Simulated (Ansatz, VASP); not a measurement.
## LuHfO2 in VASP and in Ansatz

File INCAR:

```
SYSTEM = LuHfO2
ALGO = Normal
EDIFF = 1E-7
EDIFFG = -0.01
ENCUT = 600
GGA = PE
IBRION = 2
ISIF = 3
ISMEAR = 0
LASPH = .True.
LCHARG = .False.
LREAL = .False.
LWAVE = .False.
NELM = 100
NSW = 100
PREC = Accurate
SIGMA = 0.1
```

The input KPOINTS:

```
k-points
0
Gamma
  14 14 10
  0 0 0
```

The input POSCAR:

```
LuHfO2
1.0
    3.3071934425      0.0000000000      0.0000000000
    0.0000000000      3.3071934425      0.0000000000
    0.0000000000      0.0000000000      4.6416527492
Lu Hf O
1 1 2
Direct
    0.0000000000      0.0000000000      0.0000000000
    0.5000000000      0.5000000000      0.5000000000
    0.0000000000      0.0000000000      0.5000000000
    0.5000000000      0.5000000000      0.0000000000
```

Input for Ansatz:

```yaml
crystal:
  lattice:
    - [3.3071934425, 0.0, 0.0]
    - [0.0, 3.3071934425, 0.0]
    - [0.0, 0.0, 4.6416527492]
  atoms:
    - { symbol: Lu, position: [0.0, 0.0, 0.0] }
    - { symbol: Hf, position: [0.5, 0.5, 0.5] }
    - { symbol: O, position: [0.0, 0.0, 0.5] }
    - { symbol: O, position: [0.5, 0.5, 0.0] }
basis:
  ecutwfc: 420
kpoints:
  mp_grid: { grid: [14, 14, 10] }
hamiltonian:
  xc: pbe
scf:
  occupations: { method: gaussian, width: 0.1 }
output:
  forces: true
  stress: true
  eigenvalues: true
  write_density: true
  write_potential: true
  elf: true
  volumetric_format: npy
relax:
  adjacent_minimum: "off"
  f_tol: 0.01
  max_steps: 80
  cell: { stress_tol: 0.05 }
```

Change from the starting cell: species swapped into the LaGdN2 type (P4/mmm, No. 123).

Alike in both runs: task relaxation of cell and atoms; functional PBE; k mesh 14 × 14 × 10; occupations gaussian, width 0.1 eV; no spin polarisation.

```csv
,VASP,Ansatz
version,VASP 6.6.1,Ansatz 0.2.0
potentials or method,"VASP PAW PBE potentials, release 64 (Lu, Hf_pv, O), cutoff 600 eV","scalar-relativistic, plane waves, PAW"
valence electrons in the cell,47,63
```

VASP gave:

* gap on the k mesh at the Fermi level, each at its own relaxed structure (eV): none
* relaxed volume (Å³/atom): 12.58
* relaxed length of the cell vector where the two differ most in proportion (Å): 3.287

Problem. Which values does Ansatz return?

Solution. gap on the k mesh at the Fermi level, each at its own relaxed structure (eV): none; relaxed volume (Å³/atom): 12.64; relaxed length of the cell vector where the two differ most in proportion (Å): 3.293.

A gap of «none» marks a metal or a gap that the smearing closes. VASP's potentials hold 47 valence electrons a cell and Ansatz's 63, so a difference there can come from the potentials and not from the codes.

Neither program's run includes spin-orbit coupling.
